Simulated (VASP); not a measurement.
**Ga3Se: vibrations by perturbation theory with PBEsol**

Ga3Se:

```
CELL_PARAMETERS angstrom
4.43246 0.00000 0.00000
0.00000 4.43246 0.00000
0.00000 0.00000 4.43246
ATOMIC_POSITIONS crystal
Se 0.00000 0.00000 0.00000
Ga 0.50000 0.50000 0.00000
Ga 0.50000 0.00000 0.50000
Ga 0.00000 0.50000 0.50000
```

| Quantity | Value |
| --- | --- |
| Program | VASP 6.6.1 |
| Task | vibrations by perturbation theory |
| Functional | PBEsol |
| Potentials or basis | VASP PAW PBE potentials, release 64 (Se, Ga_d) |
| Cutoff | 520 eV |
| k mesh | 6 × 6 × 6 |
| Occupations | fermi-dirac, width 0.05 eV |
| Spin | no spin polarisation |
| Dipole correction | no |
| Further INCAR settings | ALGO = Normal; EDIFF = 1e-08; IBRION = 8; NSW = 1 |

The highest phonon frequency at Γ, LO-TO splitting left out is 98 cm⁻¹.

Phonon frequencies in cm⁻¹ (negative: imaginary):
```
              q point                          frequencies
(0.000, 0.000, 0.000)  -17 -17 -17 3 3 3 33 33 33 98 98 98
```

Wall time 7 min on 1 thread of Intel(R) Xeon(R) Platinum 8488C (Sapphire Rapids) (shared host), peak memory 0.46 GiB.

Caveat: the cell stands under pressure or tension, which shifts response properties; some modes are imaginary.
